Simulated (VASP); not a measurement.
**S: single point with PBE**

S:

```
S
1.0
     3.68406    0.00000    0.00000
    -1.84203    3.19049    0.00000
     0.00000    0.00000    2.07809
S
3
Direct
  0.00000 0.00000 0.00000
  0.33333 0.66667 0.50000
  0.66667 0.33333 0.50000
```

```json
{"Program": "VASP 6.6.1", "Task": "single point", "Functional": "PBE", "Potentials or basis": "VASP PAW PBE potentials, release 64 (S)", "Cutoff": "520 eV", "k mesh": "10 × 10 × 14", "Occupations": "fermi-dirac, width 0.08 eV", "Spin": "no spin polarisation", "Dipole correction": "no", "Further INCAR settings": "ALGO = Normal; EDIFF = 1e-07; NBANDS = 16"}
```

| Item | Value |
| --- | --- |
| Pressure | 197.8 GPa |
| Band gap on the k mesh | zero (band 9 reaches 27.97 eV, above the bottom of band 10 at 16.22 eV) |

Stress tensor (GPa, compression positive):
```
198.12   0.00   0.00
  0.00 198.12   0.00
  0.00   0.00 197.02
```

Levels at points of the mesh, in eV from the Fermi level:
| k point | band 6 | band 7 | band 8 | band 9 | band 10 | band 11 | band 12 | band 13 |
| --- | --- | --- | --- | --- | --- | --- | --- | --- |
| (0.00, 0.00, 0.00) | -12.06 | -12.06 | 2.86 | 5.68 | 7.39 | 7.39 | 10.48 | 10.77 |
| (0.50, 0.00, 0.00) | -4.09 | -2.84 | -2.43 | 0.83 | 4.83 | 5.56 | 5.77 | 8.91 |
| (0.00, 0.00, 0.50) | -7.26 | -6.34 | -5.59 | -4.41 | -4.41 | -4.19 | -4.19 | -1.05 |
| (0.50, 0.00, 0.50) | -9.41 | -9.25 | -6.42 | 0.87 | 1.29 | 3.52 | 3.99 | 4.63 |

Run time: 15 s on 1 thread of AMD EPYC 9R45 96-Core Processor (Zen 5), on a shared host, peak memory 0.12 GiB.
